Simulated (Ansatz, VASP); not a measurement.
Two plane-wave programs on Sc

```xyz
1
Lattice="0.0000 2.3996 2.3996 2.3996 0.0000 2.3996 2.3996 2.3996 0.0000" Properties=species:S:1:pos:R:3 pbc="T T T"
Sc    0.0000    0.0000    0.0000
```

Alike in both runs: task single point; functional PBE; k mesh 19 × 19 × 19; occupations fermi-dirac, width 0.05 eV; collinear spin.

|  | VASP | Ansatz |
| --- | --- | --- |
| version | VASP 6.6.1 | Ansatz 0.2.0 |
| potentials or method | VASP PAW PBE potentials, release 64 (Sc_sv), cutoff 520 eV | plane waves (420 eV) with PAW, scalar-relativistic |
| valence electrons in the cell | 11 | 11 |

```tsv
	VASP	Ansatz	Ansatz less VASP
pressure (GPa)	-4.8	-4.8	-0.01
net moment per atom (μB)	0.00	0.00	0.000
```

Ansatz's warnings: seeded moment not kept.
